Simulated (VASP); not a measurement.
# ZnO (P6_3mc) in VASP: a series of runs

The runs below take ZnO through electric field gradients, with PBE, r2SCAN.

All numbers are computed with VASP 6.6.1; they aren't measurements. Logs are shortened: lines on timing, memory, paths and dates and some standing lists are left out, and cuts for length are marked.

## (1) The cell of the first run

Symmetry: P6_3mc, No. 186, hexagonal system. Conventional cell: a = 3.237 Å, b = 3.237 Å, c = 5.222 Å, α = 90.00°, β = 90.00°, γ = 120.00°. Zn (site symmetry 3m) has 4 O at 1.97 to 1.98 Å within 2.6 Å. O (site symmetry 3m) has 4 Zn at 1.97 to 1.98 Å within 2.6 Å.

## (2) Electric field gradients, PBE

Input file INCAR:

```
PREC = Accurate
ENCUT = 520
EDIFF = 1E-8
ISMEAR = -1
SIGMA = 0.01
LREAL = False
LASPH = True
NELM = 100
ALGO = Normal
ISIF = 2
LWAVE = False
LCHARG = False
GGA = PE
LEFG = True
NBANDS = 26
```

Input file KPOINTS:

```
Automatic mesh
0
Gamma
  12 12 7
```

Input file POSCAR:

```
ZnO
1.0
    3.2373510235      0.0000000000      0.0000000000
   -1.6186755117      2.8036282273      0.0000000000
    0.0000000000      0.0000000000      5.2220613000
Zn O
2 2
Direct
    0.6666666667      0.3333333333      0.5005917000
    0.3333333333      0.6666666667      0.0005917000
    0.6666666667      0.3333333333      0.8797183000
    0.3333333333      0.6666666667      0.3797183000
```

Potentials or basis: VASP PAW PBE potentials, release 64 (Zn, O).

Started as:

```bash
cat potpaw_PBE.64/Zn/POTCAR potpaw_PBE.64/O/POTCAR > POTCAR
mpirun -np 1 vasp_std > vasp.out
```

OUTCAR:

```text
PREC = Accurate
   ENCUT = 520
   EDIFF = 1E-8
   ISMEAR = -1
   LREAL = False
   LASPH = True
   NELM = 100
   ISIF = 2
   GGA = PE

 ion  position               nearest neighbor table
   1  0.667  0.333  0.501-   4 1.97   4 1.97   4 1.97   3 1.98
   2  0.333  0.667  0.001-   3 1.97   3 1.97   3 1.97   4 1.98
   3  0.667  0.333  0.880-   2 1.97   2 1.97   2 1.97   1 1.98
   4  0.333  0.667  0.380-   1 1.97   1 1.97   1 1.97   2 1.98

  LATTYP: Found a hexagonal cell.
 ALAT       =     3.2373510235
 C/A-ratio  =     1.6130661340

  Lattice vectors:

 A1 = (   3.2373510235,   0.0000000000,   0.0000000000)
 A2 = (  -1.6186755117,   2.8036282273,   0.0000000000)
 A3 = (   0.0000000000,   0.0000000000,   5.2220613000)

Analysis of symmetry for initial positions (statically):
=====================================================================
 Subroutine PRICEL returns:
 Original cell was already a primitive cell.

 Routine SETGRP: Setting up the symmetry group for a
 hexagonal supercell.

 Subroutine GETGRP returns: Found 12 space group operations
 (whereof  6 operations were pure point group operations)
 out of a pool of 24 trial point group operations.

The static configuration has the point symmetry C_3v.
 The point group associated with its full space group is C_6v.

Analysis of symmetry for dynamics (positions and initial velocities):
=====================================================================
 Subroutine PRICEL returns:
 Original cell was already a primitive cell.

 Routine SETGRP: Setting up the symmetry group for a
 hexagonal supercell.

 Subroutine GETGRP returns: Found 12 space group operations
 (whereof  6 operations were pure point group operations)
 out of a pool of 24 trial point group operations.

The dynamic configuration has the point symmetry C_3v.
 The point group associated with its full space group is C_6v.

 Subroutine INISYM returns: Found 12 space group operations
 (whereof  6 operations are pure point group operations),
 and found     1 'primitive' translations

----------------------------------------------------------------------------------------

                                     Primitive cell

  volume of cell :      47.3971

[... 137 lines left out ...]
  energy without entropy =      -17.81559522  energy(sigma->0) =      -17.81559522

 E-fermi :   1.5076     XC(G=0): -10.9347

 val. band max:        1.2463657589   @ k =   0.0000   0.0000   0.0000
 cond. band min:       2.0330118735   @ k =   0.0000   0.0000   0.0000
 fundamental gap:      0.7866461146
 Fermi energy:         1.5076248041

 k-point     1 :       0.0000    0.0000    0.0000
  band No.  band energies     occupation
      1     -16.8838      2.00000
      2     -16.1569      2.00000
      3      -4.4742      2.00000
      4      -4.4742      2.00000
      5      -4.4349      2.00000
      6      -4.4292      2.00000
[... 685 lines left out ...]
     25      14.6977      0.00000
     26      15.3268      0.00000

 [... further k-points ...]

------------------------ aborting loop because EDIFF is reached ----------------------------------------

  FORCE on cell =-STRESS in cart. coord.  units (eV):
  Direction    XX          YY          ZZ          XY          YZ          ZX
  --------------------------------------------------------------------------------------
  -------------------------------------------------------------------------------------
  Total        1.9567764      1.9567764      1.9755588      0.0000000      0.0000000      0.0000000
  in kB       66.1453943     66.1453943     66.7803005      0.0000000      0.0000000      0.0000000
  external PRESSURE =      66.3570297 kB  Pullay stress =       0.0000000 kB

 VOLUME and BASIS-vectors are now :
 -----------------------------------------------------------------------------
  energy-cutoff  :      520.00
  volume of cell :       47.40
      direct lattice vectors                 reciprocal lattice vectors
     3.237351024  0.000000000  0.000000000     0.308894523  0.178340336  0.000000000
    -1.618675512  2.803628227  0.000000000     0.000000000  0.356680672  0.000000000
     0.000000000  0.000000000  5.222061300     0.000000000  0.000000000  0.191495263

 POSITION                                       TOTAL-FORCE (eV/Angst)
 -----------------------------------------------------------------------------------
      1.61868      0.93454      2.61412         0.000000     -0.000000     -0.001329
     -0.00000      1.86909      0.00309        -0.000000      0.000000     -0.001329
      1.61868      0.93454      4.59394         0.000000      0.000000      0.001329
     -0.00000      1.86909      1.98291        -0.000000      0.000000      0.001329
 -----------------------------------------------------------------------------------
    total drift:                               -0.000000      0.000000      0.001180

  FREE ENERGIE OF THE ION-ELECTRON SYSTEM (eV)
  ---------------------------------------------------
  free  energy   TOTEN  =       -17.8155952193 eV

  energy  without entropy=      -17.8155952193  energy(sigma->0) =      -17.81559522

 Electric field gradients (V/A^2)
---------------------------------------------------------------------
 ion       V_xx      V_yy      V_zz      V_xy      V_xz      V_yz
---------------------------------------------------------------------
   1      -2.143    -2.145     4.288    -0.002    -0.000     0.000
   2      -2.143    -2.145     4.288    -0.002     0.000    -0.000
   3       0.548     0.544    -1.092    -0.003    -0.000     0.000
   4       0.548     0.544    -1.092    -0.003     0.000    -0.000
---------------------------------------------------------------------

 Electric field gradients after diagonalization (V/A^2)
 (convention: |V_zz| > |V_xx| > |V_yy|)
----------------------------------------------------------------------
 ion       V_xx      V_yy      V_zz     asymmetry (V_yy - V_xx)/ V_zz
----------------------------------------------------------------------
   1      -2.146    -2.141     4.288       0.001
   2      -2.146    -2.141     4.288       0.001
   3       0.550     0.542    -1.092       0.007
   4       0.550     0.542    -1.092       0.007
----------------------------------------------------------------------

           NMR quadrupolar parameters

 Cq : quadrupolar parameter    Cq=e*Q*V_zz/h
 eta: asymmetry parameters     (V_yy - V_xx)/ V_zz
 Q  : nuclear electric quadrupole moment in mb (millibarn)
----------------------------------------------------------------------
 ion       Cq(MHz)       eta       Q (mb)
----------------------------------------------------------------------
   1       0.010       0.001       1.000
   2       0.010       0.001       1.000
   3      -0.003       0.007       1.000
   4      -0.003       0.007       1.000
----------------------------------------------------------------------
```

OSZICAR:

```text
N       E                     dE             d eps       ncg     rms          rms(c)
DAV:   1     0.293454956606E+03    0.29345E+03   -0.18245E+04  4016   0.202E+03
DAV:   2     0.103478181906E+02   -0.28311E+03   -0.26522E+03  4188   0.410E+02
DAV:   3    -0.204522086363E+02   -0.30800E+02   -0.30371E+02  4286   0.138E+02
DAV:   4    -0.210550272970E+02   -0.60282E+00   -0.60149E+00  4466   0.197E+01
DAV:   5    -0.210580060737E+02   -0.29788E-02   -0.29785E-02  4326   0.143E+00    0.148E+01
DAV:   6    -0.176420334844E+02    0.34160E+01   -0.65844E+00  6246   0.614E+01    0.909E+00
DAV:   7    -0.178532859378E+02   -0.21125E+00   -0.29481E+00  4052   0.170E+01    0.543E+00
DAV:   8    -0.178639328492E+02   -0.10647E-01   -0.49910E-01  5846   0.754E+00    0.164E+00
DAV:   9    -0.178127676570E+02    0.51165E-01   -0.10415E-01  5822   0.640E+00    0.295E-01
DAV:  10    -0.178154938807E+02   -0.27262E-02   -0.37372E-02  4016   0.132E+00    0.133E-01
DAV:  11    -0.178155546593E+02   -0.60779E-04   -0.54717E-04  4310   0.236E-01    0.317E-02
DAV:  12    -0.178155927740E+02   -0.38115E-04   -0.87591E-05  4496   0.240E-01    0.191E-02
DAV:  13    -0.178156011361E+02   -0.83622E-05   -0.21239E-05  4512   0.979E-02    0.204E-02
DAV:  14    -0.178155954059E+02    0.57302E-05   -0.12894E-05  4998   0.400E-02    0.250E-03
DAV:  15    -0.178155953393E+02    0.66557E-07   -0.34277E-06  4054   0.165E-02    0.137E-03
DAV:  16    -0.178155952855E+02    0.53853E-07   -0.57104E-08  4666   0.268E-03    0.696E-04
DAV:  17    -0.178155952249E+02    0.60561E-07   -0.90180E-09  3012   0.173E-03    0.146E-04
DAV:  18    -0.178155952193E+02    0.55898E-08   -0.37204E-09  2024   0.956E-04
   1 F= -.17815595E+02 E0= -.17815595E+02  d E =-.519760E-14
```

It took 40 s on 1 thread of Intel Xeon 6975P-C (Granite Rapids), shared host; peak memory 0.2 GiB.

What came out:

```yaml
Free_energy: -17.8156 eV
Pressure: 6.6 GPa
Band_gap_on_the_k_mesh: 0.79 eV, direct
```

Levels at points of the mesh, in eV from the valence-band top:
```csv
k point,band 15,band 16,band 17,band 18,band 19,band 20,band 21,band 22
"(0.00, 0.00, 0.00)",-0.80,-0.09,0.00,0.00,0.79,5.24,8.21,12.93
"(0.50, 0.00, 0.00)",-2.84,-2.28,-1.30,-0.84,5.79,6.87,7.58,8.54
```

Electric field gradients, principal values (V/Å²):
| atom | least | middle | greatest (by size) |
| --- | --- | --- | --- |
| 1 Zn | -2.141 | -2.146 | 4.288 |
| 2 Zn | -2.141 | -2.146 | 4.288 |
| 3 O | 0.542 | 0.550 | -1.092 |
| 4 O | 0.542 | 0.550 | -1.092 |

Caveat: without QUAD_EFG the Cq values of the log hold for a quadrupole moment of 1 mb, not for the nuclei.

## (3) Electric field gradients, r2SCAN

POSCAR is that of step 2.

Input file INCAR.step1:

```
ALGO     = Normal         # electronic algorithm
EDIFF    = 1E-4           # SCF threshold, eV
ENCUT    = 520            # plane-wave cutoff, eV
GGA      = PE             # functional
ISMEAR   = -1             # smearing method
LASPH    = True           # aspherical terms in the spheres
LCHARG   = False          # write CHGCAR
LREAL    = False          # projectors in reciprocal space
LWAVE    = True           # write WAVECAR
NBANDS   = 26             # bands
NELM     = 60             # most SCF steps
PREC     = Accurate       # precision mode
SIGMA    = 0.01           # smearing width, eV
```

Input file INCAR.step2:

```
ALGO     = Normal         # electronic algorithm
EDIFF    = 1E-8           # SCF threshold, eV
ENCUT    = 520            # plane-wave cutoff, eV
ISIF     = 2              # what is computed and relaxed
ISMEAR   = -1             # smearing method
ISTART   = 1            
LASPH    = True           # aspherical terms in the spheres
LCHARG   = False          # write CHGCAR
LEFG     = True         
LMIXTAU  = True         
LREAL    = False          # projectors in reciprocal space
LWAVE    = False          # write WAVECAR
METAGGA  = R2SCAN         # meta-GGA
NBANDS   = 26             # bands
NELM     = 60             # most SCF steps
PREC     = Accurate       # precision mode
SIGMA    = 0.01           # smearing width, eV
```

Input file KPOINTS:

```
k-points
0
Gamma
  12 12 7
```

Potentials or basis: VASP PAW PBE potentials, release 64 (Zn, O).

Started as:

```bash
cat potpaw_PBE.64/Zn/POTCAR potpaw_PBE.64/O/POTCAR > POTCAR
cp INCAR.step1 INCAR
mpirun -np 1 vasp_std > vasp.out
cp INCAR.step2 INCAR
mpirun -np 1 vasp_std > vasp.out
```

OUTCAR:

```text
EDIFF = 1E-8
   ENCUT = 520
   ISIF = 2
   ISMEAR = -1
   ISTART = 1
   LASPH = True
   LREAL = False
   METAGGA = R2SCAN
   NELM = 60
   PREC = Accurate

 ion  position               nearest neighbor table
   1  0.667  0.333  0.501-   4 1.97   4 1.97   4 1.97   3 1.98
   2  0.333  0.667  0.001-   3 1.97   3 1.97   3 1.97   4 1.98
   3  0.667  0.333  0.880-   2 1.97   2 1.97   2 1.97   1 1.98
   4  0.333  0.667  0.380-   1 1.97   1 1.97   1 1.97   2 1.98

  LATTYP: Found a hexagonal cell.
 ALAT       =     3.2373510235
 C/A-ratio  =     1.6130661340
[... 927 lines left out ...]
 ion       V_xx      V_yy      V_zz      V_xy      V_xz      V_yz
---------------------------------------------------------------------
   1      -2.149    -2.151     4.299    -0.002    -0.000     0.000
   2      -2.149    -2.151     4.299    -0.002     0.000    -0.000
   3       0.511     0.507    -1.018    -0.003    -0.000     0.000
   4       0.511     0.507    -1.018    -0.003     0.000    -0.000
---------------------------------------------------------------------

 Electric field gradients after diagonalization (V/A^2)
 (convention: |V_zz| > |V_xx| > |V_yy|)
----------------------------------------------------------------------
 ion       V_xx      V_yy      V_zz     asymmetry (V_yy - V_xx)/ V_zz
----------------------------------------------------------------------
   1      -2.152    -2.147     4.299       0.001
   2      -2.152    -2.147     4.299       0.001
   3       0.513     0.505    -1.018       0.008
   4       0.513     0.505    -1.018       0.008
----------------------------------------------------------------------

           NMR quadrupolar parameters

 Cq : quadrupolar parameter    Cq=e*Q*V_zz/h
 eta: asymmetry parameters     (V_yy - V_xx)/ V_zz
 Q  : nuclear electric quadrupole moment in mb (millibarn)
----------------------------------------------------------------------
 ion       Cq(MHz)       eta       Q (mb)
----------------------------------------------------------------------
   1       0.010       0.001       1.000
   2       0.010       0.001       1.000
   3      -0.002       0.008       1.000
   4      -0.002       0.008       1.000
----------------------------------------------------------------------
```

OSZICAR.step1:

```text
N       E                     dE             d eps       ncg     rms          rms(c)
DAV:   1     0.293454956606E+03    0.29345E+03   -0.18245E+04  4016   0.202E+03
DAV:   2     0.103478181906E+02   -0.28311E+03   -0.26522E+03  4188   0.410E+02
DAV:   3    -0.204522086363E+02   -0.30800E+02   -0.30371E+02  4286   0.138E+02
DAV:   4    -0.210550272970E+02   -0.60282E+00   -0.60149E+00  4466   0.197E+01
DAV:   5    -0.210580060737E+02   -0.29788E-02   -0.29785E-02  4326   0.143E+00    0.148E+01
DAV:   6    -0.176420334844E+02    0.34160E+01   -0.65844E+00  6246   0.614E+01    0.909E+00
DAV:   7    -0.178532859378E+02   -0.21125E+00   -0.29481E+00  4052   0.170E+01    0.543E+00
DAV:   8    -0.178639328492E+02   -0.10647E-01   -0.49910E-01  5846   0.754E+00    0.164E+00
DAV:   9    -0.178127676570E+02    0.51165E-01   -0.10415E-01  5822   0.640E+00    0.295E-01
DAV:  10    -0.178154938807E+02   -0.27262E-02   -0.37372E-02  4016   0.132E+00    0.133E-01
DAV:  11    -0.178155546576E+02   -0.60777E-04   -0.54716E-04  4294   0.236E-01
   1 F= -.17815555E+02 E0= -.17815555E+02  d E =-.519121E-14
```

It took 2.2 min on 1 thread of Intel Xeon 6975P-C (Granite Rapids), shared host; peak memory 0.22 GiB.

Results:

* Free energy: -36.3179 eV
* Pressure: 0.5 GPa
* Largest force: 0.019 eV/Å
* Band gap on the k mesh: 1.23 eV, direct

Forces in eV/Å, atoms in the order of the input:
```
Zn   0.000  0.000 -0.019
Zn   0.000  0.000 -0.019
O    0.000  0.000  0.019
O    0.000  0.000  0.019
```

Levels at points of the mesh, in eV from the valence-band top:
| k point | band 15 | band 16 | band 17 | band 18 | band 19 | band 20 | band 21 | band 22 |
| --- | --- | --- | --- | --- | --- | --- | --- | --- |
| (0.00, 0.00, 0.00) | -0.81 | -0.09 | 0.00 | 0.00 | 1.23 | 5.87 | 8.81 | 13.73 |
| (0.50, 0.00, 0.00) | -2.86 | -2.32 | -1.31 | -0.86 | 6.42 | 7.36 | 8.07 | 9.31 |

Electric field gradients, principal values (V/Å²):
| atom | least | middle | greatest (by size) |
| --- | --- | --- | --- |
| 1 Zn | -2.147 | -2.152 | 4.299 |
| 2 Zn | -2.147 | -2.152 | 4.299 |
| 3 O | 0.505 | 0.513 | -1.018 |
| 4 O | 0.505 | 0.513 | -1.018 |

Caveat: without QUAD_EFG the Cq values of the log hold for a quadrupole moment of 1 mb, not for the nuclei; the PAW data sets were made with another functional, which shifts forces and pressure a little. r2SCAN opens gaps a little over a GGA but as a rule still falls short of measured ones.

(Part 1 of 2 ends here.)
